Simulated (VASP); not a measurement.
# Be3ZnSe4 (P1) in VASP: a series of runs

Be3ZnSe4 is run at these levels: PBEsol; tasks: single point.

Program: VASP 6.6.1. These are calculated values, not measurements. Logs are shortened: lines on timing, memory, paths and dates and some standing lists are left out, and cuts for length are marked.

## (1) The cell of the first run

The typed cell holds 16 atoms: a = 10.510 Å, b = 5.255 Å, c = 5.255 Å, α = 90.00°, β = 90.00°, γ = 90.00°.

## (2) Single point, PBEsol, collinear spin

INCAR

```
PREC = Accurate
ENCUT = 600
EDIFF = 1E-6
ISMEAR = -1
SIGMA = 0.05
LREAL = F
LASPH = T
NELM = 200
ALGO = Normal
ISIF = 2
LWAVE = F
LCHARG = F
ISPIN = 2
MAGMOM = 0.25 0.25 0.25 0.25 0.25 0.25 0.25 0.25 0.25 0.25 0.25 0.25 0.25 0.25 0.25 0.25
LORBIT = 11
GGA = PS
NBANDS = 60
GGA_COMPAT = F
```

KPOINTS

```
Automatic mesh
0
Gamma
  2 2 2
  0.5 0.5 0.5
```

POSCAR

```
Be3ZnSe4
1.0
   10.5099190000      0.0000000000      0.0000000000
    0.0000000000      5.2549590000      0.0000000000
    0.0000000000      0.0000000000      5.2549590000
Be Zn Se
6 2 8
Direct
    0.0024890000      0.9823270000      0.9979150000
    0.2464790000      0.5161890000      0.0046810000
    0.7448120000      0.5008950000      0.0066370000
    0.2505640000      0.9947730000      0.5008560000
    0.7441980000      0.9905040000      0.4867760000
    0.5031610000      0.5051010000      0.5076620000
    0.5042760000      0.9996950000      0.9943820000
    0.9958880000      0.5016420000      0.4969110000
    0.1181470000      0.2370180000      0.2442390000
    0.6212820000      0.2533030000      0.2432030000
    0.3706050000      0.7382680000      0.2563780000
    0.8813920000      0.7494840000      0.2415030000
    0.3823930000      0.2472720000      0.7536530000
    0.8799410000      0.2465370000      0.7375980000
    0.1244570000      0.7494510000      0.7617730000
    0.6251720000      0.7513560000      0.7580930000
```

Potentials or basis: VASP PAW PBE potentials, release 64 (Be, Zn, Se).

Run with:

```sh
$ cat potpaw_PBE.64/Be/POTCAR potpaw_PBE.64/Zn/POTCAR potpaw_PBE.64/Se/POTCAR > POTCAR
$ mpirun -np 1 vasp_std > vasp.out
```

OUTCAR:

```text
PREC = Accurate
   ENCUT = 600
   EDIFF = 1E-6
   ISMEAR = -1
   LREAL = F
   LASPH = T
   NELM = 200
   ISIF = 2
   ISPIN = 2
   LORBIT = 11
   GGA = PS

 ion  position               nearest neighbor table
   1  0.002  0.982  0.998-  15 2.16  12 2.18   9 2.22  14 2.34
   2  0.246  0.516  0.005-  15 2.19  11 2.19   9 2.36  13 2.40
   3  0.745  0.501  0.007-  10 2.22  16 2.24  12 2.30  14 2.41
   4  0.251  0.995  0.501-  11 2.25  15 2.30   9 2.32  13 2.33
   5  0.744  0.991  0.487-  16 2.28  10 2.28  12 2.31  14 2.36
   6  0.503  0.505  0.508-  16 2.25  13 2.26  11 2.28  10 2.29
[... 8 lines left out ...]
  15  0.124  0.749  0.762-   1 2.16   2 2.19   4 2.30   8 2.34
  16  0.625  0.751  0.758-   7 2.20   3 2.24   6 2.25   5 2.28

  LATTYP: Found a simple tetragonal cell.
 ALAT       =     5.2549590000
 C/A-ratio  =     2.0000001903

  Lattice vectors:

 A1 = (   0.0000000000,   5.2549590000,   0.0000000000)
 A2 = (   0.0000000000,   0.0000000000,   5.2549590000)
 A3 = (  10.5099190000,   0.0000000000,   0.0000000000)

Analysis of symmetry for initial positions (statically):
=====================================================================
 Subroutine PRICEL returns:
 Original cell was already a primitive cell.

 Routine SETGRP: Setting up the symmetry group for a
 simple tetragonal supercell.

 Subroutine GETGRP returns: Found  1 space group operations
 (whereof  1 operations were pure point group operations)
 out of a pool of 16 trial point group operations.

The static configuration has the point symmetry C_1 .

Analysis of symmetry for dynamics (positions and initial velocities):
=====================================================================
 Subroutine PRICEL returns:
 Original cell was already a primitive cell.

 Routine SETGRP: Setting up the symmetry group for a
 simple tetragonal supercell.

 Subroutine GETGRP returns: Found  1 space group operations
 (whereof  1 operations were pure point group operations)
 out of a pool of 16 trial point group operations.

The dynamic configuration has the point symmetry C_1 .

Analysis of structural, dynamic, and magnetic symmetry:
=====================================================================
 Subroutine PRICEL returns:
 Original cell was already a primitive cell.

 Routine SETGRP: Setting up the symmetry group for a
 simple tetragonal supercell.

 Subroutine GETGRP returns: Found  1 space group operations
 (whereof  1 operations were pure point group operations)
 out of a pool of 16 trial point group operations.

The overall configuration has the point symmetry C_1 .

 Subroutine INISYM returns: Found  1 space group operations
 (whereof  1 operations are pure point group operations),
 and found     1 'primitive' translations

----------------------------------------------------------------------------------------

                                     Primitive cell

  volume of cell :     290.2271

  direct lattice vectors                    reciprocal lattice vectors
    10.509919000  0.000000000  0.000000000     0.095148212  0.000000000  0.000000000
     0.000000000  5.254959000  0.000000000     0.000000000  0.190296442  0.000000000
     0.000000000  0.000000000  5.254959000     0.000000000  0.000000000  0.190296442

  length of vectors
    10.509919000  5.254959000  5.254959000     0.095148212  0.190296442  0.190296442

  position of ions in fractional coordinates (direct lattice)
     0.002489000  0.982327000  0.997915000
     0.246479000  0.516189000  0.004681000
     0.744812000  0.500895000  0.006637000
     0.250564000  0.994773000  0.500856000
     0.744198000  0.990504000  0.486776000
     0.503161000  0.505101000  0.507662000
[... 8 lines left out ...]
     0.124457000  0.749451000  0.761773000
     0.625172000  0.751356000  0.758093000

  ion indices of the primitive-cell ions
   primitive index   ion index
                 1           1
                 2           2
                 3           3
                 4           4
                 5           5
                 6           6
[... 8 lines left out ...]
                15          15
                16          16

----------------------------------------------------------------------------------------

 KPOINTS: Automatic mesh

Automatic generation of k-mesh.
 Grid dimensions read from file:
 generate k-points for:    2    2    2

 Generating k-lattice:

  Cartesian coordinates                     Fractional coordinates (reciprocal lattice)
     0.047574106  0.000000000  0.000000000     0.500000000  0.000000000  0.000000000
     0.000000000  0.095148221  0.000000000     0.000000000  0.500000000  0.000000000
     0.000000000  0.000000000  0.095148221     0.000000000  0.000000000  0.500000000

  Length of vectors
     0.047574106  0.095148221  0.095148221

  Shift w.r.t. Gamma in fractional coordinates (k-lattice)
     0.500000000  0.500000000  0.500000000

 Subroutine IBZKPT returns following result:
 ===========================================

 Found      4 irreducible k-points:

 Following reciprocal coordinates:
            Coordinates               Weight
  0.250000  0.250000  0.250000      2.000000
  0.250000 -0.250000  0.250000      2.000000
  0.250000 -0.250000 -0.250000      2.000000
  0.250000  0.250000 -0.250000      2.000000
   k-points           NKPTS =      4   k-points in BZ     NKDIM =      4   number of bands    NBANDS=     60
   number of dos      NEDOS =    301   number of ions     NIONS =     16
   total plane-waves  NPLWV = 148176
   dimension x,y,z NGX =    84 NGY =   42 NGZ =   42
   dimension x,y,z NGXF=   168 NGYF=   84 NGZF=   84
   ions per type =               6   2   8
   NGX,Y,Z   is equivalent  to a cutoff of  13.29, 13.29, 13.29 a.u.
   NGXF,Y,Z  is equivalent  to a cutoff of  26.57, 26.57, 26.57 a.u.
 SYSTEM =  unknown system
   PREC   = accura    normal or accurate (medium, high low for compatibility)
   ISTART =      0    job   : 0-new  1-cont  2-samecut
   ICHARG =      2    charge: 1-file 2-atom 10-const
   ISPIN  =      2    spin polarized calculation?
   LNONCOLLINEAR =      F non collinear calculations
   LSORBIT =      F    spin-orbit coupling
   LASPH  =      T    aspherical Exc in radial PAW
   ENCUT  =  600.0 eV  44.10 Ry    6.64 a.u.  20.99 10.50 10.50*2*pi/ulx,y,z
   NELM   =    200;   NELMIN=  2; NELMDL= -5     # of ELM steps
   EDIFF  = 0.1E-05   stopping-criterion for ELM
   LREAL  =      F    real-space projection
   EDIFFG = 0.1E-04   stopping-criterion for IOM
   NSW    =      0    number of steps for IOM
   IBRION =     -1    ionic relax: 0-MD 1-quasi-New 2-CG
   NFREE  =      0    steps in history (QN), initial steepest desc. (CG)
   ISIF   =      2    stress and relaxation
   ISYM   =      2    0-nonsym 1-usesym 2-fastsym
   POTIM  = 0.5000    time-step for ionic-motion
   TEBEG  =    0.0;   TEEND  =   0.0 temperature during run
   PSTRESS=    0.0 pullay stress
   NELECT =      84.0000    total number of electrons
   NUPDOWN=      -1.0000    fix difference up-down
   EMIN   =  10.00;   EMAX   =-10.00  energy-range for DOS
   EFERMI =   0.00;   METHOD = LEGACY
   ISMEAR =    -1;   SIGMA  =   0.05  broadening in eV -4-tet -1-fermi 0-gaus
   EFERMI_NEDOS =   21; number of points for ismear=-14 and -15
   IALGO  =     38    algorithm
   IMIX   =      4    mixing-type and parameters
     AMIX     =   0.40;   BMIX     =  1.00
     AMIX_MAG =   1.60;   BMIX_MAG =  1.00
  volume/ion in A,a.u.               =      18.14       122.41
  Fermi-wavevector in a.u.,A,eV,Ry     =   1.082901  2.046385 15.955194  1.172674
  Thomas-Fermi vector in A             =   2.218953
   LORBIT       =     11    0 simple, 1 ext, 2 COOP (PROOUT), +10 PAW based schemes
   GGA     = PS    functional components
   LHFCALC =     F    Hartree Fock is set to
   AEXX    =    0.0000 exact exchange contribution
   IVDW    =     0    specifies the selected vdW correction
   LEPSILON=     F    determine dielectric tensor
   LRPA    =     F    only Hartree local field effects (RPA)
 spin polarized calculation
  energy-cutoff  :      600.00
  volume of cell :      290.23
 maximum number of plane-waves:      9697
 NGX is ok and might be reduce to    84
   NGX = 41   NGY = 21   NGZ = 21

 number of electron      83.9999998 magnetization      -0.0009824

 number of electron      83.9999998 magnetization       0.0000286

 Free energy of the ion-electron system (eV)
  ---------------------------------------------------
  ext. energy  EPLUGINS =         0.00000000
  ---------------------------------------------------
  free energy    TOTEN  =       -68.25078241 eV

  energy without entropy =      -68.25078241  energy(sigma->0) =      -68.25078241

 E-fermi :   3.9284     XC(G=0):  -9.6447

 val. band max:        2.7240799136   @ k =   0.2500   0.2500  -0.2500
 cond. band min:       6.3944220750   @ k =   0.2500   0.2500   0.2500
 fundamental gap:      3.6703421614
 Fermi energy:         3.9283792694

 spin component 1

 k-point     1 :       0.2500    0.2500    0.2500
  band No.  band energies     occupation
      1     -10.5607      1.00000
      2     -10.2433      1.00000
      3      -9.8054      1.00000
      4      -9.7286      1.00000
      5      -9.4973      1.00000
      6      -9.4060      1.00000
[... 46 lines left out ...]
     53       8.6770      0.00000
     54       8.6995      0.00000
[... 169 lines left out ...]
     53       8.6621      0.00000
     54       8.7104      0.00000
 Fermi energy:         3.9283792694

 spin component 2

 k-point     1 :       0.2500    0.2500    0.2500
  band No.  band energies     occupation
      1     -10.5607      1.00000
      2     -10.2433      1.00000
      3      -9.8054      1.00000
      4      -9.7286      1.00000
      5      -9.4973      1.00000
      6      -9.4060      1.00000
[... 46 lines left out ...]
     53       8.6770      0.00000
     54       8.6995      0.00000
[... 169 lines left out ...]
     53       8.6621      0.00000
     54       8.7104      0.00000
 [bands above 54 left out]

------------------------ aborting loop because EDIFF is reached ----------------------------------------

  FORCE on cell =-STRESS in cart. coord.  units (eV):
  Direction    XX          YY          ZZ          XY          YZ          ZX
  --------------------------------------------------------------------------------------
  -------------------------------------------------------------------------------------
  Total        3.2945041      6.0268079      5.7864684     -1.1746686     -0.4794257      0.5018587
  in kB       18.1870640     33.2705438     31.9437676     -6.4846703     -2.6466341      2.7704736
  external PRESSURE =      27.8004585 kB  Pullay stress =       0.0000000 kB

 VOLUME and BASIS-vectors are now :
 -----------------------------------------------------------------------------
  energy-cutoff  :      600.00
  volume of cell :      290.23
      direct lattice vectors                 reciprocal lattice vectors
    10.509919000  0.000000000  0.000000000     0.095148212  0.000000000  0.000000000
     0.000000000  5.254959000  0.000000000     0.000000000  0.190296442  0.000000000
     0.000000000  0.000000000  5.254959000     0.000000000  0.000000000  0.190296442

 POSITION                                       TOTAL-FORCE (eV/Angst)
 -----------------------------------------------------------------------------------
      0.02616      5.16209      5.24400        -0.263478      0.780033     -0.181982
      2.59047      2.71255      0.02460         0.103325     -1.009461      0.013906
      7.82791      2.63218      0.03488         0.743918     -0.222515     -0.362689
      2.63341      5.22749      2.63198        -0.079194      0.276345      0.095002
      7.82146      5.20506      2.55799         0.576284      0.385293      0.196609
      5.28818      2.65429      2.66774        -0.282362     -0.288893     -0.085371
[... 8 lines left out ...]
      1.30803      3.93833      4.00309         1.068754      0.659998      0.027306
      6.57051      3.94834      3.98375         1.561794     -1.546851     -1.805959
 -----------------------------------------------------------------------------------
    total drift:                                0.000038     -0.000881      0.001319

  FREE ENERGIE OF THE ION-ELECTRON SYSTEM (eV)
  ---------------------------------------------------
  free  energy   TOTEN  =       -68.2507824109 eV

  energy  without entropy=      -68.2507824109  energy(sigma->0) =      -68.25078241

 total charge

# of ion       s       p       d       tot
------------------------------------------
    1        0.378   0.612   0.000   0.991
    2        0.365   0.556   0.000   0.921
    3        0.360   0.546   0.000   0.907
    4        0.355   0.532   0.000   0.887
    5        0.354   0.526   0.000   0.880
    6        0.363   0.564   0.000   0.927
[... 8 lines left out ...]
   15        1.425   2.523   0.036   3.984
   16        1.426   2.527   0.040   3.992
--------------------------------------------------
tot         14.808  24.748  19.924  59.480

 magnetization (x)

# of ion       s       p       d       tot
------------------------------------------
    1       -0.000  -0.000   0.000  -0.000
    2        0.000   0.000   0.000   0.000
    3        0.000  -0.000   0.000   0.000
    4        0.000   0.000   0.000   0.000
    5        0.000   0.000   0.000   0.000
    6       -0.000  -0.000   0.000  -0.000
[... 8 lines left out ...]
   15       -0.000  -0.000  -0.000  -0.000
   16       -0.000  -0.000   0.000  -0.000
--------------------------------------------------
tot         -0.000  -0.000  -0.000  -0.000
```

Run time: 3.8 min. Hardware: 1 thread of Intel Xeon Platinum 8259CL at 2.50GHz (Skylake/Cascade Lake), shared host; peak memory 0.56 GiB.

Results:

- Free energy: -68.2508 eV
- Pressure: 2.8 GPa
- Largest force: 3.255 eV/Å
- Band gap on the k mesh: 3.67 eV
- Net moment: 0.00 μB per cell
- Valence electrons inside the program's atomic spheres: Be 0.99, 0.92, 0.91, 0.89, 0.88, 0.93; Zn 11.12, 11.10; Se 3.95, 3.98, 3.96, 3.94, 3.99 (each value once)

Forces on the atoms (eV/Å):
```
Be  -0.263  0.780 -0.182
Be   0.103 -1.009  0.014
Be   0.744 -0.223 -0.363
Be  -0.079  0.276  0.095
Be   0.576  0.385  0.197
Be  -0.282 -0.289 -0.085
Zn  -1.019 -0.502  0.962
Zn   1.065  0.055  0.077
Se   1.602 -0.531 -0.677
Se   1.416  1.132  1.732
Se  -0.183 -0.184  0.730
Se  -2.171  1.104 -1.076
Se  -2.030  1.550 -1.488
Se  -2.109 -1.658  1.843
Se   1.069  0.660  0.027
Se   1.562 -1.547 -1.806
```

Stress tensor (GPa, compression positive):
```
 1.82 -0.65  0.28
-0.65  3.33 -0.26
 0.28 -0.26  3.19
```

Levels at points of the mesh, in eV from the valence-band top:
Spin up:
```csv
k point,band 39,band 40,band 41,band 42,band 43,band 44,band 45,band 46
"(0.25, 0.25, 0.25)",-0.68,-0.56,-0.47,-0.08,3.67,3.92,4.08,4.26
```
Spin down:
```csv
k point,band 39,band 40,band 41,band 42,band 43,band 44,band 45,band 46
"(0.25, 0.25, 0.25)",-0.68,-0.56,-0.47,-0.08,3.67,3.92,4.08,4.26
```

Caveat: the k points lie up to 0.60 Å⁻¹ apart; the PAW data sets were made with another functional, which shifts forces and pressure a little; a shifted mesh leaves out Γ, where band edges can lie.

(Continued in part 2 of 2.)
